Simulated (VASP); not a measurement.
# Si8Ni in VASP: single point with PBE

Aim: the single point of Si8Ni with PBE.

Program: VASP 6.6.1. These are calculated values, not measurements. Logs are shortened: lines on timing, memory, paths and dates and some standing lists are left out, and cuts for length are marked.

### Step 1. The cell of the first run

The cell holds a slab with vacuum, 9 atoms: a = 3.840 Å, b = 5.431 Å, c = 27.680 Å, α = 90.00°, β = 90.00°, γ = 90.00°.

### Step 2. Single point, PBE

The input, INCAR:

```
ALGO = Normal ; DIPOL = 0.5 0.5 0.477
EDIFF = 1E-7 ; ENCUT = 520
GGA = PE ; IDIPOL = 3
ISIF = 2 ; ISMEAR = 0
LASPH = T ; LCHARG = T
LDIPOL = T ; LELF = T
LREAL = F ; LVACPOTAV = T
LVHAR = T ; LWAVE = F
NBANDS = 31 ; NELM = 100
PREC = Accurate ; SIGMA = 0.1
```

The input, KPOINTS:

```
k-points
0
Gamma
  15 11 1
```

The input, POSCAR:

```
Si8Ni
1.0
    3.8402545000      0.0000000000      0.0000000000
    0.0000000000      5.4309400000      0.0000000000
    0.0000000000      0.0000000000     27.6803818893
Si Ni
8 1
Direct
    0.5000000000      0.0000000000      0.3612666921
    0.0000000000      0.2500000000      0.3612666921
    0.0000000000      0.5000000000      0.4306344957
    0.5000000000      0.7500000000      0.4306344957
    0.5000000000     -0.0333184114      0.5062640297
    0.0000000000      0.2448108896      0.4999757331
    0.0000000000      0.5452323613      0.5660258470
    0.5000000000      0.7882658161      0.5856134276
    0.5000000000      0.3387365505      0.5476293194
```

Potentials or basis: VASP PAW PBE potentials, release 64 (Si, Ni).

Launch:

```
$ cat potpaw_PBE.64/Si/POTCAR potpaw_PBE.64/Ni/POTCAR > POTCAR
$ mpirun -np 1 vasp_std > vasp.out
```

OUTCAR:

```text
EDIFF = 1E-7
   ENCUT = 520
   GGA = PE
   ISIF = 2
   ISMEAR = 0
   LASPH = T
   LREAL = F
   NELM = 100
   PREC = Accurate

 ion  position               nearest neighbor table
   1  0.500  0.000  0.361-   2 2.35   2 2.35   4 2.35
   2  0.000  0.250  0.361-   1 2.35   1 2.35   3 2.35
   3  0.000  0.500  0.431-   4 2.35   4 2.35   2 2.35   6 2.37
   4  0.500  0.750  0.431-   3 2.35   3 2.35   1 2.35   5 2.40
   5  0.500  0.967  0.506-   9 2.32   8 2.40   4 2.40   6 2.45   6 2.45
   6  0.000  0.245  0.500-   3 2.37   9 2.38   9 2.38   5 2.45   5 2.45   7 2.45
   7  0.000  0.545  0.566-   9 2.28   9 2.28   8 2.39   8 2.39   6 2.45
   8  0.500  0.788  0.586-   7 2.39   7 2.39   5 2.40   9 2.66
   9  0.500  0.339  0.548-   7 2.28   7 2.28   5 2.32   6 2.38   6 2.38   8 2.66

  LATTYP: Found a simple orthorhombic cell.
 ALAT       =     3.8402545000
 B/A-ratio  =     1.4142135632
 C/A-ratio  =     7.2079550689

  Lattice vectors:

 A1 = (   3.8402545000,   0.0000000000,   0.0000000000)
 A2 = (   0.0000000000,   5.4309400000,   0.0000000000)
 A3 = (   0.0000000000,   0.0000000000,  27.6803818893)

Analysis of symmetry for initial positions (statically):
=====================================================================
 Subroutine PRICEL returns:
 Original cell was already a primitive cell.

 Routine SETGRP: Setting up the symmetry group for a
 simple orthorhombic supercell.

 Subroutine GETGRP returns: Found  2 space group operations
 (whereof  2 operations were pure point group operations)
 out of a pool of  8 trial point group operations.

The static configuration has the point symmetry C_1h.

Analysis of symmetry for dynamics (positions and initial velocities):
=====================================================================
 Subroutine PRICEL returns:
 Original cell was already a primitive cell.

 Routine SETGRP: Setting up the symmetry group for a
 simple orthorhombic supercell.

 Subroutine GETGRP returns: Found  2 space group operations
 (whereof  2 operations were pure point group operations)
 out of a pool of  8 trial point group operations.

The dynamic configuration has the point symmetry C_1h.

 Subroutine INISYM returns: Found  2 space group operations
 (whereof  2 operations are pure point group operations),
 and found     1 'primitive' translations

----------------------------------------------------------------------------------------

                                     Primitive cell

  volume of cell :     577.3074

  direct lattice vectors                    reciprocal lattice vectors
     3.840254500  0.000000000  0.000000000     0.260399408  0.000000000  0.000000000
     0.000000000  5.430940000  0.000000000     0.000000000  0.184130187  0.000000000
     0.000000000  0.000000000 27.680381889     0.000000000  0.000000000  0.036126669

  length of vectors
     3.840254500  5.430940000 27.680381889     0.260399408  0.184130187  0.036126669

  position of ions in fractional coordinates (direct lattice)
     0.500000000  0.000000000  0.361266692
     0.000000000  0.250000000  0.361266692
     0.000000000  0.500000000  0.430634496
     0.500000000  0.750000000  0.430634496
     0.500000000  0.966681589  0.506264030
     0.000000000  0.244810890  0.499975733
     0.000000000  0.545232361  0.566025847
     0.500000000  0.788265816  0.585613428
     0.500000000  0.338736551  0.547629319

  ion indices of the primitive-cell ions
   primitive index   ion index
                 1           1
                 2           2
                 3           3
                 4           4
                 5           5
                 6           6
                 7           7
                 8           8
                 9           9

----------------------------------------------------------------------------------------

 KPOINTS: k-points

Automatic generation of k-mesh.
 Grid dimensions read from file:
 generate k-points for:   15   11    1

 Generating k-lattice:

  Cartesian coordinates                     Fractional coordinates (reciprocal lattice)
     0.017359961  0.000000000  0.000000000     0.066666667  0.000000000  0.000000000
     0.000000000  0.016739108  0.000000000     0.000000000  0.090909091  0.000000000
     0.000000000  0.000000000  0.036126669     0.000000000  0.000000000  1.000000000

  Length of vectors
     0.017359961  0.016739108  0.036126669

  Shift w.r.t. Gamma in fractional coordinates (k-lattice)
     0.000000000  0.000000000  0.000000000

 Subroutine IBZKPT returns following result:
 ===========================================

 Found     48 irreducible k-points:

 Following reciprocal coordinates:
            Coordinates               Weight
  0.000000  0.000000  0.000000      1.000000
  0.066667  0.000000  0.000000      2.000000
  0.133333  0.000000  0.000000      2.000000
  0.200000  0.000000  0.000000      2.000000
  0.266667  0.000000  0.000000      2.000000
  0.333333  0.000000  0.000000      2.000000
[... 16 lines left out ...]
  0.400000  0.181818  0.000000      4.000000
  0.466667  0.181818  0.000000      4.000000
 [... further k-points ...]
   k-points           NKPTS =     48   k-points in BZ     NKDIM =     48   number of bands    NBANDS=     31
   number of dos      NEDOS =    301   number of ions     NIONS =      9
   total plane-waves  NPLWV = 252000
   dimension x,y,z NGX =    30 NGY =   40 NGZ =  210
   dimension x,y,z NGXF=    60 NGYF=   80 NGZF=  420
   ions per type =               8   1
   NGX,Y,Z   is equivalent  to a cutoff of  12.99, 12.24, 12.61 a.u.
   NGXF,Y,Z  is equivalent  to a cutoff of  25.97, 24.49, 25.22 a.u.
 SYSTEM =  unknown system
   PREC   = accura    normal or accurate (medium, high low for compatibility)
   ISTART =      0    job   : 0-new  1-cont  2-samecut
   ICHARG =      2    charge: 1-file 2-atom 10-const
   ISPIN  =      1    spin polarized calculation?
   LNONCOLLINEAR =      F non collinear calculations
   LSORBIT =      F    spin-orbit coupling
   LASPH  =      T    aspherical Exc in radial PAW
   ENCUT  =  520.0 eV  38.22 Ry    6.18 a.u.   7.14 10.10 51.47*2*pi/ulx,y,z
   NELM   =    100;   NELMIN=  2; NELMDL= -5     # of ELM steps
   EDIFF  = 0.1E-06   stopping-criterion for ELM
   LREAL  =      F    real-space projection
   EDIFFG = 0.1E-05   stopping-criterion for IOM
   NSW    =      0    number of steps for IOM
   IBRION =     -1    ionic relax: 0-MD 1-quasi-New 2-CG
   NFREE  =      0    steps in history (QN), initial steepest desc. (CG)
   ISIF   =      2    stress and relaxation
   ISYM   =      2    0-nonsym 1-usesym 2-fastsym
   POTIM  = 0.5000    time-step for ionic-motion
   TEBEG  =    0.0;   TEEND  =   0.0 temperature during run
   PSTRESS=    0.0 pullay stress
   NELECT =      42.0000    total number of electrons
   NUPDOWN=      -1.0000    fix difference up-down
   EMIN   =  10.00;   EMAX   =-10.00  energy-range for DOS
   EFERMI =   0.00;   METHOD = LEGACY
   ISMEAR =     0;   SIGMA  =   0.10  broadening in eV -4-tet -1-fermi 0-gaus
   EFERMI_NEDOS =   21; number of points for ismear=-14 and -15
   IALGO  =     38    algorithm
   IMIX   =      4    mixing-type and parameters
     AMIX     =   0.40;   BMIX     =  1.00
     AMIX_MAG =   1.60;   BMIX_MAG =  1.00
  volume/ion in A,a.u.               =      64.15       432.87
  Fermi-wavevector in a.u.,A,eV,Ry     =   0.683422  1.291480  6.354812  0.467066
  Thomas-Fermi vector in A             =   1.762781
   LORBIT       =      0    0 simple, 1 ext, 2 COOP (PROOUT), +10 PAW based schemes
   GGA     = PE    functional components
   LHFCALC =     F    Hartree Fock is set to
   AEXX    =    0.0000 exact exchange contribution
   IVDW    =     0    specifies the selected vdW correction
   LEPSILON=     F    determine dielectric tensor
   LRPA    =     F    only Hartree local field effects (RPA)
 non-spin polarized calculation
 Gauss-broadening in eV      SIGMA  =   0.10
  energy-cutoff  :      520.00
  volume of cell :      577.31
 maximum number of plane-waves:     15597
 NGX is ok and might be reduce to    30
   NGX = 15   NGY = 21   NGZ =103

 dipolmoment           0.000000      0.000000      0.134291 electrons x Angstroem

 number of electron      42.0000001 magnetization

 dipolmoment           0.000000      0.000000     -0.019701 electrons x Angstroem

 Free energy of the ion-electron system (eV)
  ---------------------------------------------------
  ext. energy  EPLUGINS =         0.00000000
  ---------------------------------------------------
  free energy    TOTEN  =       -44.97714239 eV

  energy without entropy =      -44.93848076  energy(sigma->0) =      -44.95781158

 E-fermi :  -1.5922     XC(G=0):  -3.4351

 val. band max:       -1.5932879652   @ k =   0.4667   0.4545   0.0000
 cond. band min:      -1.5897509834   @ k =   0.3333   0.3636   0.0000
 fundamental gap:      0.0035369818
 Fermi energy:        -1.5921829623

 k-point     1 :       0.0000    0.0000    0.0000
  band No.  band energies     occupation
      1     -13.4773      2.00000
      2     -12.2883      2.00000
      3     -10.7253      2.00000
      4      -9.7912      2.00000
      5      -9.3423      2.00000
      6      -7.9578      2.00000
[... 23 lines left out ...]
     30       1.8551      0.00000
     31       2.3462      0.00000

 k-point     2 :       0.0667    0.0000    0.0000
  band No.  band energies     occupation
      1     -13.4369      2.00000
      2     -12.2483      2.00000
      3     -10.6860      2.00000
      4      -9.7509      2.00000
      5      -9.3494      2.00000
      6      -7.9701      2.00000
[... 23 lines left out ...]
     30       1.8217      0.00000
     31       2.2560      0.00000

 k-point     3 :       0.1333    0.0000    0.0000
  band No.  band energies     occupation
      1     -13.3164      2.00000
      2     -12.1285      2.00000
      3     -10.5686      2.00000
      4      -9.6314      2.00000
      5      -9.3839      2.00000
      6      -8.0225      2.00000
[... 23 lines left out ...]
     30       2.2603      0.00000
     31       2.4572      0.00000

 k-point     4 :       0.2000    0.0000    0.0000
  band No.  band energies     occupation
      1     -13.1170      2.00000
      2     -11.9301      2.00000
      3     -10.3742      2.00000
      4      -9.5169      2.00000
      5      -9.4053      2.00000
      6      -8.1589      2.00000
[... 23 lines left out ...]
     30       2.3927      0.00000
     31       2.6628      0.00000

 k-point     5 :       0.2667    0.0000    0.0000
  band No.  band energies     occupation
      1     -12.8414      2.00000
      2     -11.6554      2.00000
      3     -10.1067      2.00000
      4      -9.7351      2.00000
      5      -9.1378      2.00000
      6      -8.4314      2.00000
[... 23 lines left out ...]
     30       2.8417      0.00000
     31       2.9980      0.00000
[... 542 lines left out ...]
     30       2.6645      0.00000
     31       2.9574      0.00000

 k-point    22 :       0.3333    0.1818    0.0000
  band No.  band energies     occupation
      1     -12.3654      2.00000
      2     -11.2052      2.00000
      3     -10.4312      2.00000
      4      -9.8150      2.00000
      5      -8.9451      2.00000
      6      -8.5122      2.00000
[... 23 lines left out ...]
     30       2.6338      0.00000
     31       2.7870      0.00000

 k-point    23 :       0.4000    0.1818    0.0000
  band No.  band energies     occupation
      1     -11.9626      2.00000
      2     -10.8002      2.00000
      3     -10.6393      2.00000
      4      -9.5770      2.00000
      5      -9.1799      2.00000
      6      -8.4757      2.00000
[... 23 lines left out ...]
     30       2.2880      0.00000
     31       2.8121      0.00000

 k-point    24 :       0.4667    0.1818    0.0000
  band No.  band energies     occupation
      1     -11.5154      2.00000
      2     -11.0505      2.00000
      3     -10.3361      2.00000
      4      -9.8580      2.00000
      5      -8.9462      2.00000
      6      -8.4471      2.00000
[... 23 lines left out ...]
     30       1.9136      0.00000
     31       2.7576      0.00000

 [... further k-points ...]

------------------------ aborting loop because EDIFF is reached ----------------------------------------

  FORCE on cell =-STRESS in cart. coord.  units (eV):
  Direction    XX          YY          ZZ          XY          YZ          ZX
  --------------------------------------------------------------------------------------
  -------------------------------------------------------------------------------------
  Total       -0.9161205     -2.5476336     -0.3872590      0.0000000      0.1815433      0.0000000
  in kB       -2.5424714     -7.0703428     -1.0747439      0.0000000      0.5038296      0.0000000
  external PRESSURE =      -3.5625193 kB  Pullay stress =       0.0000000 kB

 VOLUME and BASIS-vectors are now :
 -----------------------------------------------------------------------------
  energy-cutoff  :      520.00
  volume of cell :      577.31
      direct lattice vectors                 reciprocal lattice vectors
     3.840254500  0.000000000  0.000000000     0.260399408  0.000000000  0.000000000
     0.000000000  5.430940000  0.000000000     0.000000000  0.184130187  0.000000000
     0.000000000  0.000000000 27.680381889     0.000000000  0.000000000  0.036126669

 POSITION                                       TOTAL-FORCE (eV/Angst)
 -----------------------------------------------------------------------------------
      1.92013      0.00000     10.00000         0.000000      0.538774      0.135823
      0.00000      1.35773     10.00000         0.000000     -0.619751      0.009674
      0.00000      2.71547     11.92013         0.000000     -0.149176     -0.023239
      1.92013      4.07320     11.92013         0.000000      0.215108     -0.070980
      1.92013      5.24999     14.01358         0.000000     -0.011657     -0.046713
      0.00000      1.32955     13.83952         0.000000      0.017772     -0.011671
      0.00000      2.96112     15.66781         0.000000      0.006935     -0.026204
      1.92013      4.28102     16.21000         0.000000     -0.014567      0.018854
      1.92013      1.83966     15.15859         0.000000      0.016561      0.014454
 -----------------------------------------------------------------------------------
    total drift:                                0.000000     -0.000007      0.000041

  FREE ENERGIE OF THE ION-ELECTRON SYSTEM (eV)
  ---------------------------------------------------
  free  energy   TOTEN  =       -44.9771423888 eV

  energy  without entropy=      -44.9384807614  energy(sigma->0) =      -44.95781158

 vacuum level on the upper side and lower side of the slab         3.152         3.323
```

Wall time 38 min (1 thread of Intel Xeon Platinum 8259CL at 2.50GHz (Skylake/Cascade Lake), shared host); peak memory 0.99 GiB.

Results:

```yaml
Free_energy: -44.9771 eV
Largest_force: 0.620 eV/Å
Band_gap_on_the_k_mesh: zero (bands 21 and 22 overlap by 0.49 eV)
```

Forces on the atoms (eV/Å):
```
Si   0.000  0.539  0.136
Si   0.000 -0.620  0.010
Si   0.000 -0.149 -0.023
Si   0.000  0.215 -0.071
Si   0.000 -0.012 -0.047
Si   0.000  0.018 -0.012
Si   0.000  0.007 -0.026
Si   0.000 -0.015  0.019
Ni   0.000  0.017  0.014
```

Spin polarisation is off, so any magnetic state and its effect on volume and gap are missing.
